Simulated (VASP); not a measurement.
# Al2Au (P1) in VASP: single point with PBE

Aim: the single point of Al2Au with PBE.

Everything below comes from runs of VASP 6.6.1. Logs are shortened: lines on timing, memory, paths and dates and some standing lists are left out, and cuts for length are marked.

### 1 The cell of the first run

The typed cell holds 3 atoms: a = 4.504 Å, b = 4.459 Å, c = 4.428 Å, α = 58.38°, β = 59.53°, γ = 59.21°.

### 2 Single point, PBE (atoms moved at random and the cell strained at random)

File INCAR:

```
ALGO     = Fast           # electronic algorithm
EDIFF    = 1E-6           # SCF threshold, eV
ENCUT    = 520            # plane-wave cutoff, eV
GGA      = PE             # functional
ISIF     = 2              # what is computed and relaxed
ISMEAR   = 0              # smearing method
LASPH    = T              # aspherical terms in the spheres
LCHARG   = F              # write CHGCAR
LREAL    = F              # projectors in reciprocal space
LWAVE    = F              # write WAVECAR
NBANDS   = 16             # bands
NELM     = 60             # most SCF steps
PREC     = Accurate       # precision mode
SIGMA    = 0.1            # smearing width, eV
```

File KPOINTS:

```
k-points
0
Gamma
  10 10 10
```

File POSCAR:

```
Al2Au
1.0
    0.0085500000      3.1713600000      3.1983300000
    3.1587900000      0.0600000000      3.1468800000
    3.1502400000      3.1113600000      0.0685500000
Al Au
2 1
Direct
    0.2387316667      0.2605150000      0.2712116667
    0.7673666667      0.7145266667      0.7194900000
   -0.0061016667      0.0249616667      0.0092983333
```

Potentials or basis: VASP PAW PBE potentials, release 64 (Al, Au).

Launch:

```sh
$ cat potpaw_PBE.64/Al/POTCAR potpaw_PBE.64/Au/POTCAR > POTCAR
$ mpirun -np 1 vasp_std > vasp.out
```

OUTCAR:

```text
EDIFF = 1E-6
   ENCUT = 520
   GGA = PE
   ISIF = 2
   ISMEAR = 0
   LASPH = T
   LREAL = F
   NELM = 60
   PREC = Accurate

 ion  position               nearest neighbor table
   1  0.239  0.261  0.271-   3 2.63   3 2.72   3 2.74   3 2.76   2 2.84   2 3.05   2 3.10   2 3.20
                             2 3.21
   2  0.767  0.715  0.719-   3 2.47   3 2.54   1 2.84   3 2.84   3 3.04   1 3.05   1 3.10   1 3.20
                             1 3.21
   3  0.994  0.025  0.009-   2 2.47   2 2.54   1 2.63   1 2.72   1 2.74   1 2.76   2 2.84   2 3.04

  LATTYP: Found a triclinic cell.
 ALAT       =     4.4282357898
 B/A-ratio  =     1.0069910142
 C/A-ratio  =     1.0015304180
 COS(alpha) =     0.0036051160
 COS(beta)  =     0.4835130531
 COS(gamma) =     0.5243167023

  Lattice vectors:

 A1 = (   3.1502400000,   3.1113600000,   0.0685500000)
 A2 = (   3.1587900000,   0.0600000000,   3.1468800000)
 A3 = (   3.1416900000,  -0.0600000000,  -3.1297800000)

Analysis of symmetry for initial positions (statically):
=====================================================================
 Subroutine PRICEL returns:
 Original cell was already a primitive cell.

 Routine SETGRP: Setting up the symmetry group for a
 triclinic supercell.

 Subroutine GETGRP returns: Found  1 space group operations
 (whereof  1 operations were pure point group operations)
 out of a pool of  2 trial point group operations.

The static configuration has the point symmetry C_1 .

Analysis of symmetry for dynamics (positions and initial velocities):
=====================================================================
 Subroutine PRICEL returns:
 Original cell was already a primitive cell.

 Routine SETGRP: Setting up the symmetry group for a
 triclinic supercell.

 Subroutine GETGRP returns: Found  1 space group operations
 (whereof  1 operations were pure point group operations)
 out of a pool of  2 trial point group operations.

The dynamic configuration has the point symmetry C_1 .

 Subroutine INISYM returns: Found  1 space group operations
 (whereof  1 operations are pure point group operations),
 and found     1 'primitive' translations

----------------------------------------------------------------------------------------

                                     Primitive cell

  volume of cell :      61.4977

  direct lattice vectors                    reciprocal lattice vectors
     0.008550000  3.171360000  3.198330000    -0.159143469  0.157678840  0.156739395
     3.158790000  0.060000000  3.146880000     0.158278327 -0.163825876  0.162021289
     3.150240000  3.111360000  0.068550000     0.159160153  0.163842559 -0.162886431

  length of vectors
     4.504099482  4.459193649  4.428235790     0.273416346  0.279538628  0.280550045

  position of ions in fractional coordinates (direct lattice)
     0.238731667  0.260515000  0.271211667
     0.767366667  0.714526667  0.719490000
     0.993898333  0.024961667  0.009298333

  ion indices of the primitive-cell ions
   primitive index   ion index
                 1           1
                 2           2
                 3           3

----------------------------------------------------------------------------------------

 KPOINTS: k-points

Automatic generation of k-mesh.
 Grid dimensions read from file:
 generate k-points for:   10   10   10

 Generating k-lattice:

  Cartesian coordinates                     Fractional coordinates (reciprocal lattice)
    -0.015914347  0.015767884  0.015673940     0.100000000  0.000000000 -0.000000000
     0.015827833 -0.016382588  0.016202129     0.000000000  0.100000000  0.000000000
     0.015916015  0.016384256 -0.016288643     0.000000000  0.000000000  0.100000000

  Length of vectors
     0.027341635  0.027953863  0.028055005

  Shift w.r.t. Gamma in fractional coordinates (k-lattice)
     0.000000000  0.000000000  0.000000000

 Subroutine IBZKPT returns following result:
 ===========================================

 Found    504 irreducible k-points:

 Following reciprocal coordinates:
            Coordinates               Weight
  0.000000  0.000000  0.000000      1.000000
  0.100000 -0.000000  0.000000      2.000000
  0.200000 -0.000000  0.000000      2.000000
  0.300000 -0.000000  0.000000      2.000000
  0.400000 -0.000000 -0.000000      2.000000
  0.500000 -0.000000  0.000000      1.000000
[... 16 lines left out ...]
 -0.400000  0.200000  0.000000      2.000000
 -0.300000  0.200000  0.000000      2.000000
 [... further k-points ...]
   k-points           NKPTS =    504   k-points in BZ     NKDIM =    504   number of bands    NBANDS=     16
   number of dos      NEDOS =    301   number of ions     NIONS =      3
   total plane-waves  NPLWV =  46656
   dimension x,y,z NGX =    36 NGY =   36 NGZ =   36
   dimension x,y,z NGXF=    72 NGYF=   72 NGZF=   72
   ions per type =               2   1
   NGX,Y,Z   is equivalent  to a cutoff of  13.29, 13.42, 13.52 a.u.
   NGXF,Y,Z  is equivalent  to a cutoff of  26.58, 26.84, 27.03 a.u.
 SYSTEM =  unknown system
   PREC   = accura    normal or accurate (medium, high low for compatibility)
   ISTART =      0    job   : 0-new  1-cont  2-samecut
   ICHARG =      2    charge: 1-file 2-atom 10-const
   ISPIN  =      1    spin polarized calculation?
   LNONCOLLINEAR =      F non collinear calculations
   LSORBIT =      F    spin-orbit coupling
   LASPH  =      T    aspherical Exc in radial PAW
   ENCUT  =  520.0 eV  38.22 Ry    6.18 a.u.   8.37  8.29  8.23*2*pi/ulx,y,z
   NELM   =     60;   NELMIN=  2; NELMDL= -5     # of ELM steps
   EDIFF  = 0.1E-05   stopping-criterion for ELM
   LREAL  =      F    real-space projection
   EDIFFG = 0.1E-04   stopping-criterion for IOM
   NSW    =      0    number of steps for IOM
   IBRION =     -1    ionic relax: 0-MD 1-quasi-New 2-CG
   NFREE  =      0    steps in history (QN), initial steepest desc. (CG)
   ISIF   =      2    stress and relaxation
   ISYM   =      2    0-nonsym 1-usesym 2-fastsym
   POTIM  = 0.5000    time-step for ionic-motion
   TEBEG  =    0.0;   TEEND  =   0.0 temperature during run
   PSTRESS=    0.0 pullay stress
   NELECT =      17.0000    total number of electrons
   NUPDOWN=      -1.0000    fix difference up-down
   EMIN   =  10.00;   EMAX   =-10.00  energy-range for DOS
   EFERMI =   0.00;   METHOD = LEGACY
   ISMEAR =     0;   SIGMA  =   0.10  broadening in eV -4-tet -1-fermi 0-gaus
   EFERMI_NEDOS =   21; number of points for ismear=-14 and -15
   IALGO  =     68    algorithm
   IMIX   =      4    mixing-type and parameters
     AMIX     =   0.40;   BMIX     =  1.00
     AMIX_MAG =   1.60;   BMIX_MAG =  1.00
  volume/ion in A,a.u.               =      20.50       138.34
  Fermi-wavevector in a.u.,A,eV,Ry     =   1.066444  2.015287 15.473946  1.137303
  Thomas-Fermi vector in A             =   2.202029
   LORBIT       =      0    0 simple, 1 ext, 2 COOP (PROOUT), +10 PAW based schemes
   GGA     = PE    functional components
   LHFCALC =     F    Hartree Fock is set to
   AEXX    =    0.0000 exact exchange contribution
   IVDW    =     0    specifies the selected vdW correction
   LEPSILON=     F    determine dielectric tensor
   LRPA    =     F    only Hartree local field effects (RPA)
 non-spin polarized calculation
 RMM-DIIS sequential band-by-band and
 Gauss-broadening in eV      SIGMA  =   0.10
  energy-cutoff  :      520.00
  volume of cell :       61.50
 maximum number of plane-waves:      1676
 NGX is ok and might be reduce to    36
   NGX = 17   NGY = 17   NGZ = 17

 number of electron      17.0000001 magnetization

 Free energy of the ion-electron system (eV)
  ---------------------------------------------------
  ext. energy  EPLUGINS =         0.00000000
  ---------------------------------------------------
  free energy    TOTEN  =       -11.63031876 eV

  energy without entropy =      -11.62615707  energy(sigma->0) =      -11.62823792

 E-fermi :   6.3859     XC(G=0):  -9.9539

 val. band max:        6.3659025618   @ k =  -0.4000  -0.4000   0.4000
 cond. band min:       6.3950460125   @ k =   0.2000   0.1000   0.1000
 fundamental gap:      0.0291434507
 Fermi energy:         6.3858539981

 k-point     1 :       0.0000    0.0000    0.0000
  band No.  band energies     occupation
      1      -3.3512      2.00000
      2       0.2452      2.00000
      3       0.2893      2.00000
      4       0.5647      2.00000
      5       1.1796      2.00000
      6       1.2634      2.00000
[... 8 lines left out ...]
     15      11.8635      0.00000
     16      12.0451      0.00000

 k-point     2 :       0.1000   -0.0000    0.0000
  band No.  band energies     occupation
      1      -3.2422      2.00000
      2       0.2637      2.00000
      3       0.2853      2.00000
      4       0.5579      2.00000
      5       1.1753      2.00000
      6       1.2635      2.00000
[... 8 lines left out ...]
     15      11.7111      0.00000
     16      12.2538      0.00000

 k-point     3 :       0.2000   -0.0000    0.0000
  band No.  band energies     occupation
      1      -2.9267      2.00000
      2       0.2269      2.00000
      3       0.3515      2.00000
      4       0.5522      2.00000
      5       1.1703      2.00000
      6       1.2759      2.00000
[... 8 lines left out ...]
     15      11.8920      0.00000
     16      12.3374      0.00000

 k-point     4 :       0.3000   -0.0000    0.0000
  band No.  band energies     occupation
      1      -2.4518      2.00000
      2       0.1919      2.00000
      3       0.4362      2.00000
      4       0.5554      2.00000
      5       1.1811      2.00000
      6       1.3159      2.00000
[... 8 lines left out ...]
     15      12.9090      0.00000
     16      13.1388      0.00000
[... 324 lines left out ...]
 k-point    22 :       0.5000    0.2000    0.0000
  band No.  band energies     occupation
      1      -1.3882      2.00000
      2       0.0043      2.00000
      3       0.5854      2.00000
      4       0.7475      2.00000
      5       1.2821      2.00000
      6       1.4767      2.00000
[... 8 lines left out ...]
     15      15.0881      0.00000
     16      15.7005      0.00000

 k-point    23 :      -0.4000    0.2000    0.0000
  band No.  band energies     occupation
      1      -1.2850      2.00000
      2       0.0210      2.00000
      3       0.6474      2.00000
      4       0.8009      2.00000
      5       1.2560      2.00000
      6       1.3442      2.00000
[... 8 lines left out ...]
     15      14.0756      0.00000
     16      14.5140      0.00000

 k-point    24 :      -0.3000    0.2000    0.0000
  band No.  band energies     occupation
      1      -1.6361      2.00000
      2      -0.0341      2.00000
      3       0.6490      2.00000
      4       0.7307      2.00000
      5       1.1915      2.00000
      6       1.2761      2.00000
[... 8 lines left out ...]
     15      13.5861      0.00000
     16      14.9451      0.00000

 [... further k-points ...]
[... 5 lines left out ...]
  --------------------------------------------------------------------------------------
  -------------------------------------------------------------------------------------
  Total       -1.9999003     -1.9792938     -2.1939619     -0.0746204     -1.9864752      0.0211261
  in kB      -52.1026455    -51.5657921    -57.1584600     -1.9440582    -51.7528873      0.5503907
  external PRESSURE =     -53.6089658 kB  Pullay stress =       0.0000000 kB

 VOLUME and BASIS-vectors are now :
 -----------------------------------------------------------------------------
  energy-cutoff  :      520.00
  volume of cell :       61.50
      direct lattice vectors                 reciprocal lattice vectors
     0.008550000  3.171360000  3.198330000    -0.159143469  0.157678840  0.156739395
     3.158790000  0.060000000  3.146880000     0.158278327 -0.163825876  0.162021289
     3.150240000  3.111360000  0.068550000     0.159160153  0.163842559 -0.162886431

 POSITION                                       TOTAL-FORCE (eV/Angst)
 -----------------------------------------------------------------------------------
      1.67934      1.61657      1.60194        -0.427109     -0.140278      0.123383
      4.53017      4.71506      4.75214         1.175467     -0.164849      0.228141
      0.11664      3.18244      3.25800        -0.748358      0.305128     -0.351524
 -----------------------------------------------------------------------------------
    total drift:                               -0.000777      0.000194     -0.000426

  FREE ENERGIE OF THE ION-ELECTRON SYSTEM (eV)
  ---------------------------------------------------
  free  energy   TOTEN  =       -11.6303187617 eV

  energy  without entropy=      -11.6261570710  energy(sigma->0) =      -11.62823792
```

Run time: 11 min. Hardware: 1 thread of AMD EPYC 7R43 (Zen 3), shared host; peak memory 0.56 GiB.

What came out:

- Free energy: -11.6303 eV
- Pressure: -5.4 GPa
- Largest force: 1.209 eV/Å
- Band gap on the k mesh: zero (an odd number of electrons rules out a gap without spin polarisation)

Forces in eV/Å, atoms in the order of the input:
```
Al  -0.427 -0.140  0.123
Al   1.175 -0.165  0.228
Au  -0.748  0.305 -0.352
```

Caveat: the cell differs from its parent crystal (atoms moved at random and the cell strained at random); the cell stands under tension; spin-orbit coupling is left out, which moves the levels of the heavy elements; forces of over 1 eV/Å act on the atoms, so gaps and moduli don't describe the material at rest.
